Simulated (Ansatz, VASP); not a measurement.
## One calculation of CsZn4Mo, two programs

```
CELL_PARAMETERS angstrom
4.45883 0.00000 0.00000
-2.22941 3.86146 0.00000
0.00000 0.00000 7.93916
ATOMIC_POSITIONS crystal
Cs 0.33333 0.66667 0.50000
Zn 0.33333 0.66667 0.13511
Zn 0.33333 0.66667 0.86489
Zn 0.00000 0.00000 0.76069
Zn 0.00000 0.00000 0.23931
Mo 0.00000 0.00000 0.50000
```

Alike in both runs: task single point; functional PBE; k mesh 6 × 6 × 2; occupations gaussian, width 0.1 eV; no spin polarisation.

|  | VASP | Ansatz |
| --- | --- | --- |
| version | VASP 6.6.1 | Ansatz 0.2.0 |
| potentials or method | VASP PAW PBE potentials, release 64 (Cs_sv, Zn, Mo_sv), cutoff 520 eV | scalar-relativistic, plane waves, PAW |
| valence electrons in the cell | 71 | 71 |

|  | VASP | Ansatz | Ansatz less VASP |
| --- | --- | --- | --- |
| gap on the k mesh at the Fermi level (eV) | none | none | - |
| pressure (GPa) | 21.0 | 19.5 | -1.55 |
| traceless stress, the component that is largest in VASP (GPa) | 27.70 | 27.76 | +0.061 |
| rms of the force components (eV/Å) | 2.666 | 2.587 | -0.0790 |

Atom by atom the forces differ by 0.079 eV/Å (rms over components). A gap of «none» marks a metal or a gap that the smearing closes.

The k mesh is coarse, so the values compare programs but aren't converged. Neither program's run includes spin-orbit coupling.
